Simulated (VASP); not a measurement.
A run of VASP 6.6.1 is set up as follows.

File INCAR:

```
SYSTEM = BiTe
PREC     = Accurate       ! precision mode
ENCUT    = 520            ! plane-wave cutoff, eV
EDIFF    = 1E-6           ! SCF threshold, eV
ISMEAR   = 0              ! smearing method
SIGMA    = 0.05           ! smearing width, eV
LREAL    = .False.        ! projectors in reciprocal space
LASPH    = .True.         ! aspherical terms in the spheres
NELM     = 150            ! most SCF steps
ALGO     = Normal         ! electronic algorithm
ISIF     = 2              ! what is computed and relaxed
LWAVE    = .False.        ! write WAVECAR
LCHARG   = .False.        ! write CHGCAR
ISPIN    = 2              ! spin polarisation
MAGMOM   = 0.5 0.5        ! initial moments
LORBIT   = 11             ! projections on sites
GGA      = PE             ! functional
NBANDS   = 22             ! bands
```

KPOINTS

```
regular mesh
0
Gamma
  1 1 11
  0 0 0
```

POSCAR

```
BiTe
1.0
    9.0000000000      0.0000000000      0.0000000000
    0.0000000000      9.3000000000      0.0000000000
    0.0000000000      0.0000000000      5.8112371712
Bi Te
1 1
Direct
    0.5000000000      0.5000000000     -0.0053372251
    0.5000000000      0.5000000000      0.4703372251
```

Potentials or basis: VASP PAW PBE potentials, release 64 (Bi_d, Te).

Command:

```bash
$ cat potpaw_PBE.64/Bi_d/POTCAR potpaw_PBE.64/Te/POTCAR > POTCAR
$ mpirun -np 1 vasp_std > vasp.out
```

Question: Predict the net moment.

Answer: 0.27 μB per cell.

Question: Predict the largest force.

Answer: 0.009 eV/Å.

Question: Estimate the site moments.

Answer: Bi +0.12; Te +0.00 μB.

Forces on the atoms (eV/Å):
```
Bi   0.000  0.000 -0.009
Te   0.000  0.000  0.009
```

Caveat: a moment this small can come from the mesh or the smearing.
